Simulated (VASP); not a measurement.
# BN (pbe) (P6_3mc) in VASP: single point with PBE

Aim: the single point of BN (pbe) with PBE.

Program: VASP 6.6.1. These are calculated values, not measurements. Logs are shortened: lines on timing, memory, paths and dates and some standing lists are left out, and cuts for length are marked.

### Step 1. The cell of the first run

The structure is hexagonal, space group P6_3mc (No. 186). Conventional cell: a = 2.554 Å, b = 2.554 Å, c = 4.227 Å, α = 90.00°, β = 90.00°, γ = 120.00°. B (site symmetry 3m) has 4 N at 1.57 to 1.58 Å within 2.1 Å. Within 2.1 Å of N (site symmetry 3m) lie 4 B at 1.57 to 1.58 Å.

### Step 2. Single point, PBE

The input, INCAR:

```
SYSTEM = BN
ALGO = Normal
EDIFF = 1E-6
ENCUT = 600
GGA = PE
GGA_COMPAT = .FALSE.
ISIF = 2
ISMEAR = 0
LASPH = .TRUE.
LCHARG = .FALSE.
LREAL = .FALSE.
LWAVE = .FALSE.
NBANDS = 16
NELM = 120
PREC = Accurate
SIGMA = 0.1
```

The input, KPOINTS:

```
k-points
0
G
  9 9 4
  0 0 0
```

The input, POSCAR:

```
BN
1.0
    2.5539396000      0.0000000000      0.0000000000
   -1.2769698000      2.2117765700      0.0000000000
    0.0000000000      0.0000000000      4.2268550000
B N
2 2
Direct
    0.6666666700      0.3333333300      0.9997240000
    0.3333333300      0.6666666700      0.4997240000
    0.6666666700      0.3333333300      0.6252760000
    0.3333333300      0.6666666700      0.1252760000
```

Potentials or basis: VASP PAW PBE potentials, release 64 (B, N).

On the command line:

```console
cat potpaw_PBE.64/B/POTCAR potpaw_PBE.64/N/POTCAR > POTCAR
mpirun -np 1 vasp_std > vasp.out
```

OUTCAR:

```text
SYSTEM = BN
   EDIFF = 1E-6
   ENCUT = 600
   GGA = PE
   ISIF = 2
   ISMEAR = 0
   LASPH = .TRUE.
   LREAL = .FALSE.
   NELM = 120
   PREC = Accurate

 ion  position               nearest neighbor table
   1  0.667  0.333  1.000-   4 1.57   4 1.57   4 1.57   3 1.58
   2  0.333  0.667  0.500-   3 1.57   3 1.57   3 1.57   4 1.58
   3  0.667  0.333  0.625-   2 1.57   2 1.57   2 1.57   1 1.58
   4  0.333  0.667  0.125-   1 1.57   1 1.57   1 1.57   2 1.58

  LATTYP: Found a hexagonal cell.
 ALAT       =     2.5539396000
 C/A-ratio  =     1.6550332670

  Lattice vectors:

 A1 = (   2.5539396000,   0.0000000000,   0.0000000000)
 A2 = (  -1.2769698000,   2.2117765700,   0.0000000000)
 A3 = (   0.0000000000,   0.0000000000,   4.2268550000)

Analysis of symmetry for initial positions (statically):
[... 6 lines left out ...]

 Subroutine GETGRP returns: Found 12 space group operations
 (whereof  6 operations were pure point group operations)
 out of a pool of 24 trial point group operations.

The static configuration has the point symmetry C_3v.
 The point group associated with its full space group is C_6v.

Analysis of symmetry for dynamics (positions and initial velocities):
[... 6 lines left out ...]

 Subroutine GETGRP returns: Found 12 space group operations
 (whereof  6 operations were pure point group operations)
 out of a pool of 24 trial point group operations.

The dynamic configuration has the point symmetry C_3v.
 The point group associated with its full space group is C_6v.

 Subroutine INISYM returns: Found 12 space group operations
 (whereof  6 operations are pure point group operations),
 and found     1 'primitive' translations

----------------------------------------------------------------------------------------

                                     Primitive cell

  volume of cell :      23.8764

  direct lattice vectors                    reciprocal lattice vectors
     2.553939600  0.000000000  0.000000000     0.391551938  0.226062617  0.000000000
    -1.276969800  2.211776570  0.000000000     0.000000000  0.452125234  0.000000000
     0.000000000  0.000000000  4.226855000     0.000000000  0.000000000  0.236582518

  length of vectors
     2.553939600  2.553939597  4.226855000     0.452125234  0.452125234  0.236582518

  position of ions in fractional coordinates (direct lattice)
     0.666666670  0.333333330  0.999724000
     0.333333330  0.666666670  0.499724000
     0.666666670  0.333333330  0.625276000
     0.333333330  0.666666670  0.125276000

  ion indices of the primitive-cell ions
   primitive index   ion index
                 1           1
                 2           2
                 3           3
                 4           4

----------------------------------------------------------------------------------------

 KPOINTS: k-points

Automatic generation of k-mesh.
 Grid dimensions read from file:
 generate k-points for:    9    9    4

 Generating k-lattice:

  Cartesian coordinates                     Fractional coordinates (reciprocal lattice)
     0.043505771  0.025118069  0.000000000     0.111111111 -0.000000000  0.000000000
     0.000000000  0.050236137  0.000000000     0.000000000  0.111111111  0.000000000
     0.000000000  0.000000000  0.059145630     0.000000000  0.000000000  0.250000000

  Length of vectors
     0.050236137  0.050236137  0.059145630

  Shift w.r.t. Gamma in fractional coordinates (k-lattice)
     0.000000000  0.000000000  0.000000000

 Subroutine IBZKPT returns following result:
 ===========================================

 Found     36 irreducible k-points:

 Following reciprocal coordinates:
            Coordinates               Weight
  0.000000  0.000000  0.000000      1.000000
  0.111111  0.000000  0.000000      6.000000
  0.222222  0.000000  0.000000      6.000000
  0.333333  0.000000  0.000000      6.000000
  0.444444  0.000000  0.000000      6.000000
  0.111111  0.111111  0.000000      6.000000
[... 16 lines left out ...]
  0.333333  0.222222  0.250000     24.000000
  0.333333  0.333333  0.250000      4.000000
 [... further k-points ...]
   k-points           NKPTS =     36   k-points in BZ     NKDIM =     36   number of bands    NBANDS=     16
   number of dos      NEDOS =    301   number of ions     NIONS =      4
   total plane-waves  NPLWV =  14400
   dimension x,y,z NGX =    20 NGY =   20 NGZ =   36
   dimension x,y,z NGXF=    40 NGYF=   40 NGZF=   72
   ions per type =               2   2
   NGX,Y,Z   is equivalent  to a cutoff of  13.02, 13.02, 14.16 a.u.
   NGXF,Y,Z  is equivalent  to a cutoff of  26.04, 26.04, 28.32 a.u.
 SYSTEM =  BN
   PREC   = accura    normal or accurate (medium, high low for compatibility)
   ISTART =      0    job   : 0-new  1-cont  2-samecut
   ICHARG =      2    charge: 1-file 2-atom 10-const
   ISPIN  =      1    spin polarized calculation?
   LNONCOLLINEAR =      F non collinear calculations
   LSORBIT =      F    spin-orbit coupling
   LASPH  =      T    aspherical Exc in radial PAW
   ENCUT  =  600.0 eV  44.10 Ry    6.64 a.u.   5.10  5.10  8.44*2*pi/ulx,y,z
   NELM   =    120;   NELMIN=  2; NELMDL= -5     # of ELM steps
   EDIFF  = 0.1E-05   stopping-criterion for ELM
   LREAL  =      F    real-space projection
   EDIFFG = 0.1E-04   stopping-criterion for IOM
   NSW    =      0    number of steps for IOM
   IBRION =     -1    ionic relax: 0-MD 1-quasi-New 2-CG
[... 8 lines left out ...]
   EMIN   =  10.00;   EMAX   =-10.00  energy-range for DOS
   EFERMI =   0.00;   METHOD = LEGACY
   ISMEAR =     0;   SIGMA  =   0.10  broadening in eV -4-tet -1-fermi 0-gaus
   EFERMI_NEDOS =   21; number of points for ismear=-14 and -15
   IALGO  =     38    algorithm
   IMIX   =      4    mixing-type and parameters
     AMIX     =   0.40;   BMIX     =  1.00
     AMIX_MAG =   1.60;   BMIX_MAG =  1.00
  volume/ion in A,a.u.               =       5.97        40.28
  Fermi-wavevector in a.u.,A,eV,Ry     =   1.432600  2.707222 27.923836  2.052344
  Thomas-Fermi vector in A             =   2.552210
   LORBIT       =      0    0 simple, 1 ext, 2 COOP (PROOUT), +10 PAW based schemes
   GGA     = PE    functional components
   LHFCALC =     F    Hartree Fock is set to
   AEXX    =    0.0000 exact exchange contribution
   IVDW    =     0    specifies the selected vdW correction
   LEPSILON=     F    determine dielectric tensor
   LRPA    =     F    only Hartree local field effects (RPA)
 non-spin polarized calculation
 Gauss-broadening in eV      SIGMA  =   0.10
  energy-cutoff  :      600.00
  volume of cell :       23.88
 maximum number of plane-waves:       810
   NGX = 11   NGY = 11   NGZ = 17

 number of electron      16.0000003 magnetization

 Free energy of the ion-electron system (eV)
  ---------------------------------------------------
  ext. energy  EPLUGINS =         0.00000000
  ---------------------------------------------------
  free energy    TOTEN  =       -34.83975926 eV

  energy without entropy =      -34.83975926  energy(sigma->0) =      -34.83975926

 E-fermi :   7.8357     XC(G=0): -12.7612

 val. band max:        7.4317105565   @ k =   0.0000   0.0000   0.0000
 cond. band min:      12.6281934985   @ k =   0.3333   0.3333   0.0000
 fundamental gap:      5.1964829420
 Fermi energy:         7.8356819642

 k-point     1 :       0.0000    0.0000    0.0000
  band No.  band energies     occupation
      1     -12.8574      2.00000
      2      -8.7579      2.00000
      3      -3.3946      2.00000
      4       5.3328      2.00000
      5       5.3328      2.00000
      6       7.1566      2.00000
[... 8 lines left out ...]
     15      19.2540      0.00000
     16      23.5080      0.00000

 k-point     2 :       0.1111    0.0000    0.0000
  band No.  band energies     occupation
      1     -12.5913      2.00000
      2      -8.5554      2.00000
      3      -3.1307      2.00000
      4       4.1648      2.00000
      5       4.8603      2.00000
      6       6.4569      2.00000
[... 8 lines left out ...]
     15      20.0060      0.00000
     16      23.1091      0.00000

 k-point     3 :       0.2222    0.0000    0.0000
  band No.  band energies     occupation
      1     -11.8095      2.00000
      2      -8.0042      2.00000
      3      -2.3588      2.00000
      4       1.6862      2.00000
      5       3.9005      2.00000
      6       4.2923      2.00000
[... 8 lines left out ...]
     15      21.7849      0.00000
     16      22.4975      0.00000

 k-point     4 :       0.3333    0.0000    0.0000
  band No.  band energies     occupation
      1     -10.5813      2.00000
      2      -7.3686      2.00000
      3      -1.1724      2.00000
      4      -0.7087      2.00000
      5       1.9367      2.00000
      6       3.0416      2.00000
[... 8 lines left out ...]
     15      23.0713      0.00000
     16      23.7001      0.00000

 k-point     5 :       0.4444    0.0000    0.0000
  band No.  band energies     occupation
      1      -9.1712      2.00000
      2      -7.3611      2.00000
      3      -1.9177      2.00000
      4      -0.1122      2.00000
      5       0.3937      2.00000
      6       2.5626      2.00000
[... 8 lines left out ...]
     15      23.6371      0.00000
     16      24.9187      0.00000

 k-point     6 :       0.1111    0.1111    0.0000
  band No.  band energies     occupation
      1     -12.0670      2.00000
      2      -8.1761      2.00000
      3      -2.6121      2.00000
      4       2.6670      2.00000
      5       3.6371      2.00000
      6       5.2908      2.00000
[... 8 lines left out ...]
     15      21.6024      0.00000
     16      22.6728      0.00000
[... 267 lines left out ...]
 k-point    21 :       0.4444    0.1111    0.2500
  band No.  band energies     occupation
      1      -8.4461      2.00000
      2      -7.5574      2.00000
      3      -2.3996      2.00000
      4      -1.1851      2.00000
      5       1.5623      2.00000
      6       2.5432      2.00000
[... 8 lines left out ...]
     15      23.5050      0.00000
     16      24.6263      0.00000

 k-point    22 :       0.2222    0.2222    0.2500
  band No.  band energies     occupation
      1      -9.5845      2.00000
      2      -7.6594      2.00000
      3      -1.0410      2.00000
      4       0.0741      2.00000
      5       1.5153      2.00000
      6       1.6832      2.00000
[... 8 lines left out ...]
     15      22.4944      0.00000
     16      23.3205      0.00000

 k-point    23 :       0.3333    0.2222    0.2500
  band No.  band energies     occupation
      1      -8.3539      2.00000
      2      -7.3368      2.00000
      3      -1.7282      2.00000
      4      -0.7721      2.00000
      5       0.3308      2.00000
      6       2.1428      2.00000
[... 8 lines left out ...]
     15      23.0256      0.00000
     16      23.9070      0.00000

 k-point    24 :       0.3333    0.3333    0.2500
  band No.  band energies     occupation
      1      -7.5438      2.00000
      2      -7.5438      2.00000
      3      -1.3138      2.00000
      4      -0.7372      2.00000
      5      -0.7372      2.00000
      6       1.2378      2.00000
[... 8 lines left out ...]
     15      23.6493      0.00000
     16      23.6493      0.00000

 [... further k-points ...]

------------------------ aborting loop because EDIFF is reached ----------------------------------------

  FORCE on cell =-STRESS in cart. coord.  units (eV):
  Direction    XX          YY          ZZ          XY          YZ          ZX
  --------------------------------------------------------------------------------------
  -------------------------------------------------------------------------------------
  Total        0.0266505      0.0266505     -0.0886484      0.0000000      0.0000000      0.0000000
  in kB        1.7883264      1.7883264     -5.9485660      0.0000000      0.0000000      0.0000000
  external PRESSURE =      -0.7906377 kB  Pullay stress =       0.0000000 kB

 VOLUME and BASIS-vectors are now :
 -----------------------------------------------------------------------------
  energy-cutoff  :      600.00
  volume of cell :       23.88
      direct lattice vectors                 reciprocal lattice vectors
     2.553939600  0.000000000  0.000000000     0.391551938  0.226062617  0.000000000
    -1.276969800  2.211776570  0.000000000     0.000000000  0.452125234  0.000000000
     0.000000000  0.000000000  4.226855000     0.000000000  0.000000000  0.236582518

 POSITION                                       TOTAL-FORCE (eV/Angst)
 -----------------------------------------------------------------------------------
      1.27697      0.73726      4.22569        -0.000000     -0.000000      0.014808
     -0.00000      1.47452      2.11226         0.000000      0.000000      0.014808
      1.27697      0.73726      2.64295         0.000000     -0.000000     -0.014808
     -0.00000      1.47452      0.52952        -0.000000     -0.000000     -0.014808
 -----------------------------------------------------------------------------------
    total drift:                                0.000001     -0.000000      0.000223

  FREE ENERGIE OF THE ION-ELECTRON SYSTEM (eV)
  ---------------------------------------------------
  free  energy   TOTEN  =       -34.8397592578 eV

  energy  without entropy=      -34.8397592578  energy(sigma->0) =      -34.83975926
```

Run time: 16 s. Hardware: 1 thread of Intel Xeon Platinum 8375C at 2.90GHz (Ice Lake), shared host; peak memory 0.14 GiB.

What came out:

```yaml
Free_energy: -34.8398 eV
Pressure: -0.1 GPa
Largest_force: 0.015 eV/Å
Band_gap_on_the_k_mesh: 5.20 eV, indirect (least direct gap 8.22 eV)
```

Forces on the atoms (eV/Å):
```
B    0.000  0.000  0.015
B    0.000  0.000  0.015
N    0.000  0.000 -0.015
N    0.000  0.000 -0.015
```
